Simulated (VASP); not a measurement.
Runs of VASP 6.6.1 on Ag. The structure is that of space group Pm-3m (No. 221), or close to it. The cells are those of the table. 

```tsv
task	cell	k mesh	cutoff (eV)	gap on the mesh (eV)	pressure (GPa)
single point	a = 2.858 Å, 1 atom	13 × 13 × 13	520	none	-1.8
single point	a = 2.821 Å, 1 atom	13 × 13 × 13	520	none	0.0
single point	a = 2.744 Å, 1 atom	13 × 13 × 13	520	none	5.5
single point	a = 2.821 Å, 1 atom	12 × 12 × 12	520	none	(a)
relaxation of cell and atoms	relaxed from a = 2.641 Å, 1 atom	12 × 12 × 12	600	none	-0.1
single point	a = 2.894 Å, 1 atom	13 × 13 × 13	520	none	-3.2
single point	a = 2.703 Å, 1 atom	13 × 13 × 13	520	none	(b)
single point	a = 2.783 Å, 1 atom	13 × 13 × 13	520	none	2.4
```

Alike in all rows: level BLYP; potentials or basis VASP PAW PBE potentials, release 64 (Ag); no spin polarisation; smearing fermi-dirac 0.1 eV.

**Question.** Estimate the missing entries.

**Answer.** (a) 0.1; (b) 9.5.

Caveats: the PAW data sets were made with another functional, which shifts forces and pressure a little.

A k mesh can miss the band edges, and the runs leave out spin-orbit coupling on Ag.

A gap of «none» marks levels without a gap at the run's occupations.
